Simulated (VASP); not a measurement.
# TiSi2 (Cmcm) in VASP: single point with PBE+D3(BJ)

Aim: the single point of TiSi2 with PBE+D3(BJ).

All numbers are computed with VASP 6.6.1; they aren't measurements. Logs are shortened: lines on timing, memory, paths and dates and some standing lists are left out, and cuts for length are marked.

## (1) The cell of the first run

Symmetry: Cmcm, No. 63, orthorhombic system. Conventional cell: a = 3.530 Å, b = 13.519 Å, c = 3.565 Å, α = 90.00°, β = 90.00°, γ = 90.00°. Within 3.6 Å of Ti (site symmetry m2m) lie 10 Si at 2.58 to 2.81 Å and 6 Ti at 3.31 to 3.57 Å. Within 3.2 Å of Si (site symmetry m2m) lie 6 Si at 2.38 to 3.15 Å and 6 Ti at 2.58 to 2.81 Å. Within 3.3 Å of Si (site symmetry m2m) lie 8 Si at 2.51 to 3.15 Å and 4 Ti at 2.66 to 2.67 Å.

## (2) Single point, PBE+D3(BJ)

The input, POSCAR:

```
TiSi2
1.0
    1.7651100000     -6.7592800000      0.0000000000
    1.7651100000      6.7592800000      0.0000000000
    0.0000000000      0.0000000000      3.5651700000
Ti Si
2 4
Direct
    0.8968800000      0.1031200000      0.7500000000
    0.1031200000      0.8968800000      0.2500000000
    0.5582500000      0.4417500000      0.7500000000
    0.4417500000      0.5582500000      0.2500000000
    0.2496900000      0.7503100000      0.7500000000
    0.7503100000      0.2496900000      0.2500000000
```

The input, INCAR.step1:

```
SYSTEM = TiSi2
  ALGO = Normal
  EDIFF = 1E-7
  ENCUT = 520
  GGA = PE
  ISIF = 2
  ISMEAR = -1
  IVDW = 12
  LASPH = .TRUE.
  LCHARG = .TRUE.
  LMAXMIX = 4
  LREAL = .FALSE.
  LWAVE = .FALSE.
  NBANDS = 29
  NELM = 60
  PREC = Accurate
  SIGMA = 0.15
```

The input, KPOINTS.step1:

```
k-points
0
G
  7 7 7
  0 0 0
```

The input, INCAR.step2:

```
SYSTEM = TiSi2
  ALGO = Normal
  EDIFF = 1E-7
  ENCUT = 520
  GGA = PE
  ICHARG = 11
  ISIF = 2
  ISMEAR = -5
  IVDW = 12
  LASPH = .TRUE.
  LCHARG = .FALSE.
  LMAXMIX = 4
  LORBIT = 11
  LREAL = .FALSE.
  LWAVE = .FALSE.
  NEDOS = 1001
  NELM = 60
  PREC = Accurate
  SIGMA = 0.15
```

The input, KPOINTS.step2:

```
k-points
0
G
  11 11 11
  0 0 0
```

Potentials or basis: VASP PAW PBE potentials, release 64 (Ti_sv, Si).

Started as:

```sh
$ cat potpaw_PBE.64/Ti_sv/POTCAR potpaw_PBE.64/Si/POTCAR > POTCAR
$ cp INCAR.step1 INCAR
$ cp KPOINTS.step1 KPOINTS
$ mpirun -np 1 vasp_std > vasp.out
$ cp INCAR.step2 INCAR
$ cp KPOINTS.step2 KPOINTS
$ mpirun -np 1 vasp_std > vasp.out
```

OUTCAR:

```text
SYSTEM = TiSi2
   EDIFF = 1E-7
   ENCUT = 520
   GGA = PE
   ICHARG = 11
   ISIF = 2
   ISMEAR = -5
   IVDW = 12
   LASPH = .TRUE.
   LORBIT = 11
   LREAL = .FALSE.
   NELM = 60
   PREC = Accurate
 IVDW          = 12

 ion  position               nearest neighbor table
   1  0.897  0.103  0.750-   4 2.58   4 2.58   4 2.58   4 2.58   5 2.66   5 2.66   6 2.67   6 2.67
                             3 2.81   3 2.81
   2  0.103  0.897  0.250-   3 2.58   3 2.58   3 2.58   3 2.58   6 2.66   6 2.66   5 2.67   5 2.67
                             4 2.81   4 2.81
   3  0.558  0.442  0.750-   4 2.38   4 2.38   2 2.58   2 2.58   2 2.58   2 2.58   1 2.81   1 2.81
                             5 3.13   5 3.13
   4  0.442  0.558  0.250-   3 2.38   3 2.38   1 2.58   1 2.58   1 2.58   1 2.58   2 2.81   2 2.81
                             6 3.13   6 3.13
   5  0.250  0.750  0.750-   6 2.51   6 2.51   6 2.51   6 2.51   1 2.66   1 2.66   2 2.67   2 2.67
                             3 3.13   3 3.13
   6  0.750  0.250  0.250-   5 2.51   5 2.51   5 2.51   5 2.51   2 2.66   2 2.66   1 2.67   1 2.67
                             4 3.13   4 3.13

  LATTYP: Found a base centered orthorhombic cell.
 ALAT       =     3.5302200000
 B/A-ratio  =     3.8293817382
 C/A-ratio  =     1.0099002328

  Lattice vectors:

 A1 = (   1.7651100000,  -6.7592800000,   0.0000000000)
 A2 = (   1.7651100000,   6.7592800000,   0.0000000000)
 A3 = (   0.0000000000,   0.0000000000,   3.5651700000)

Analysis of symmetry for initial positions (statically):
=====================================================================
 Subroutine PRICEL returns:
 Original cell was already a primitive cell.

 Routine SETGRP: Setting up the symmetry group for a
 base centered orthorhombic supercell.

 Subroutine GETGRP returns: Found  8 space group operations
 (whereof  4 operations were pure point group operations)
 out of a pool of  8 trial point group operations.

The static configuration has the point symmetry C_2h.
 The point group associated with its full space group is D_2h.

Analysis of symmetry for dynamics (positions and initial velocities):
=====================================================================
 Subroutine PRICEL returns:
 Original cell was already a primitive cell.

 Routine SETGRP: Setting up the symmetry group for a
 base centered orthorhombic supercell.

 Subroutine GETGRP returns: Found  8 space group operations
 (whereof  4 operations were pure point group operations)
 out of a pool of  8 trial point group operations.

The dynamic configuration has the point symmetry C_2h.
 The point group associated with its full space group is D_2h.

 Subroutine INISYM returns: Found  8 space group operations
 (whereof  4 operations are pure point group operations),
 and found     1 'primitive' translations
[... 124 lines left out ...]
     AMIX     =   0.40;   BMIX     =  1.00
     AMIX_MAG =   1.60;   BMIX_MAG =  1.00
  volume/ion in A,a.u.               =      14.18        95.68
  Fermi-wavevector in a.u.,A,eV,Ry     =   1.273016  2.405652 22.049205  1.620571
  Thomas-Fermi vector in A             =   2.405863
   LORBIT       =     11    0 simple, 1 ext, 2 COOP (PROOUT), +10 PAW based schemes
   GGA     = PE    functional components
   LHFCALC =     F    Hartree Fock is set to
   AEXX    =    0.0000 exact exchange contribution
   IVDW    =    12    specifies the selected vdW correction
   LEPSILON=     F    determine dielectric tensor
   LRPA    =     F    only Hartree local field effects (RPA)
 non-spin polarized calculation
 Fermi weights with tetrahedron method with Bloechl corrections
  energy-cutoff  :      520.00
  volume of cell :       85.07
 maximum number of plane-waves:      2315
 NGX is ok and might be reduce to    54

 number of electron      40.0000005 magnetization

 Free energy of the ion-electron system (eV)
  ---------------------------------------------------
  ext. energy  EPLUGINS =         0.00000000
  ---------------------------------------------------
  free energy    TOTEN  =       -40.73926831 eV

  energy without entropy =      -40.73926831  energy(sigma->0) =      -40.73926831

 E-fermi :  10.5464     XC(G=0): -11.6409

 val. band max:       10.6357810893   @ k =   0.4545   0.4545   0.2727
 cond. band min:      10.4911800174   @ k =   0.0909   0.0000   0.1818
 fundamental gap:     -0.1446010719
 Fermi energy:        10.5464176661

 k-point     1 :       0.0000    0.0000    0.0000
  band No.  band energies     occupation
      1     -46.2674      2.00000
      2     -46.2580      2.00000
      3     -22.6200      2.00000
      4     -22.5822      2.00000
      5     -22.5704      2.00000
      6     -22.5693      2.00000
[... 637 lines left out ...]
     23      11.4040      0.00000
     24      11.6256      0.00000

 [... further k-points ...]

------------------------ aborting loop because EDIFF is reached ----------------------------------------

 Edisp (eV)   -3.18598

 E8    (eV) :    -1.3886

  FORCE on cell =-STRESS in cart. coord.  units (eV):
  Direction    XX          YY          ZZ          XY          YZ          ZX
  --------------------------------------------------------------------------------------
  -------------------------------------------------------------------------------------
  Total      -2.58972    -2.56684    -2.42857     0.00000     0.00000     0.00000
  in kB     -48.77312   -48.34224   -45.73825     0.00000     0.00000     0.00000
  external pressure =      -47.62 kB  Pullay stress =        0.00 kB

 VOLUME and BASIS-vectors are now :
 -----------------------------------------------------------------------------
  energy-cutoff  :      520.00
  volume of cell :       85.07
      direct lattice vectors                 reciprocal lattice vectors
     1.765110000 -6.759280000  0.000000000     0.283268465 -0.073972376  0.000000000
     1.765110000  6.759280000  0.000000000     0.283268465  0.073972376  0.000000000
     0.000000000  0.000000000  3.565170000     0.000000000  0.000000000  0.280491533

 POSITION                                       TOTAL-FORCE (eV/Angst)
 -----------------------------------------------------------------------------------
      1.76511     -5.36525      2.67388         0.000000      0.008507      0.000000
      1.76511      5.36525      0.89129         0.000000     -0.008507      0.000000
      1.76511     -0.78746      2.67388         0.000000     -0.163407      0.000000
      1.76511      0.78746      0.89129         0.000000      0.163407     -0.000000
      1.76511      3.38383      2.67388         0.000000     -0.004470      0.000000
      1.76511     -3.38383      0.89129         0.000000      0.004470     -0.000000
 -----------------------------------------------------------------------------------
    total drift:                                0.000000     -0.000000      0.000000

  FREE ENERGIE OF THE ION-ELECTRON SYSTEM (eV)
  ---------------------------------------------------
  free  energy   TOTEN  =       -43.9252475543 eV

  energy  without entropy=      -43.9252475543  energy(sigma->0) =      -43.92524755

 total charge

# of ion       s       p       d       tot
------------------------------------------
    1        2.162   6.142   2.094  10.398
    2        2.162   6.142   2.094  10.398
    3        0.770   0.921   0.000   1.691
    4        0.770   0.921   0.000   1.691
    5        0.748   0.888   0.000   1.636
    6        0.748   0.888   0.000   1.636
--------------------------------------------------
tot          7.360  15.901   4.188  27.449
```

Wall time 9.5 min (1 thread of AMD EPYC 7R13 (Zen 3), shared host); peak memory 0.51 GiB.

Results:

```yaml
Valence_electrons_inside_the_program's_atomic_spheres: Ti 10.40; Si 1.69, 1.64 (each value once)
Dispersion_energy_per_atom: -0.531 eV
```

Levels at points of the mesh, in eV from the Fermi level:
| k point | band 18 | band 19 | band 20 | band 21 | band 22 | band 23 |
| --- | --- | --- | --- | --- | --- | --- |
| (0.00, 0.00, 0.00) | -2.09 | -2.07 | 0.47 | 0.72 | 0.83 | 0.90 |

Caveat: three body term missing; tetrahedron occupations give inexact forces and stress in metals.
